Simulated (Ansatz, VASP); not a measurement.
# Be in VASP and in Ansatz

File INCAR:

```
PREC = Accurate
ENCUT = 520
EDIFF = 1E-8
ISMEAR = -1
SIGMA = 0.03
LREAL = F
LASPH = T
NELM = 80
ALGO = Normal
ISIF = 2
LWAVE = F
LCHARG = F
GGA = PE
LEFG = T
NBANDS = 7
```

Contents of KPOINTS:

```
Automatic mesh
0
Gamma
  23 23 23
```

POSCAR

```
Be
1.0
   -1.2614200074      1.2614200074      1.2614200074
    1.2614200074     -1.2614200074      1.2614200074
    1.2614200074      1.2614200074     -1.2614200074
Be
1
Direct
    0.0000000000      0.0000000000      0.0000000000
```

Input for Ansatz:

```yaml
crystal:
  lattice:
    - [-1.2614200074, 1.2614200074, 1.2614200074]
    - [1.2614200074, -1.2614200074, 1.2614200074]
    - [1.2614200074, 1.2614200074, -1.2614200074]
  atoms:
    - { symbol: Be, position: [0.0, 0.0, 0.0] }
kpoints:
  mp_grid: { grid: [23, 23, 23] }
scf:
  occupations: { method: fermi_dirac, width: 0.03 }
hamiltonian:
  xc: pbe
  pseudopotentials: { kind: paw }
output:
  forces: true
  stress: true
  eigenvalues: true
  efg: { contact_densities: true }
  write_density: true
  write_potential: true
  elf: true
  volumetric_format: npy
```

Change from the starting cell: volume scaled by 1.02, PAW files.

Alike in both runs: task electric field gradients; functional PBE; k mesh 23 × 23 × 23; occupations fermi-dirac, width 0.03 eV; no spin polarisation.

|  | VASP | Ansatz |
| --- | --- | --- |
| version | VASP 6.6.1 | Ansatz 0.2.0 |
| potentials or method | VASP PAW PBE potentials, release 64 (Be) | PAW with Ansatz's default frozen-core files, scalar-relativistic |
| plane-wave cutoff (eV) | 520 | 420 |
| valence electrons in the cell | 2 | 2 |

Ansatz gave:

| Property | Result |
| --- | --- |
| pressure (GPa) | -3.2 |

Which values does VASP return?

Pressure (GPa): -3.1.
